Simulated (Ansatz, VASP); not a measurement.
**Two plane-wave programs on SiTeO5**

```
Si Te O
1.0
     3.63594    0.00000    0.00000
     0.00000    3.63594    0.00000
     0.00000    0.00000    6.39553
Si Te O
1 1 5
Direct
  0.50000 0.50000 0.00000
  0.00000 0.00000 0.50000
  0.00000 0.00000 0.00000
  0.00000 0.50000 0.29276
  0.50000 0.00000 0.29276
  0.00000 0.50000 0.70724
  0.50000 0.00000 0.70724
```

Change from the starting cell: species swapped into the TlAsPd5 type (P4/mmm, No. 123).

Alike in both runs: task single point; functional PBE; k mesh 6 × 6 × 4; occupations gaussian, width 0.1 eV; no spin polarisation.

|  | VASP | Ansatz |
| --- | --- | --- |
| version | VASP 6.6.1 | Ansatz 0.2.0 |
| potentials or method | VASP PAW PBE potentials, release 64 (Si, Te, O), cutoff 520 eV | scalar-relativistic, plane waves, PAW |
| valence electrons in the cell | 40 | 50 |

Ansatz gave:

```
gap on the k mesh at the Fermi level (eV)                     : none
pressure (GPa)                                                : -20.1
traceless stress, the component that is largest in VASP (GPa) : -1.71
rms of the force components (eV/Å)                            : 0.412
```

Which values does VASP return?

gap on the k mesh at the Fermi level (eV): none; pressure (GPa): -20.5; traceless stress, the component that is largest in VASP (GPa): -1.73; rms of the force components (eV/Å): 0.418.

Atom by atom the forces differ by 0.006 eV/Å (rms over components). A gap of «none» marks a metal or a gap that the smearing closes. The functional is the same, so the differences come from potentials, cutoffs and numerics. VASP's potentials hold 40 valence electrons a cell and Ansatz's 50, so a difference there can come from the potentials and not from the codes.

Neither program's run includes spin-orbit coupling.
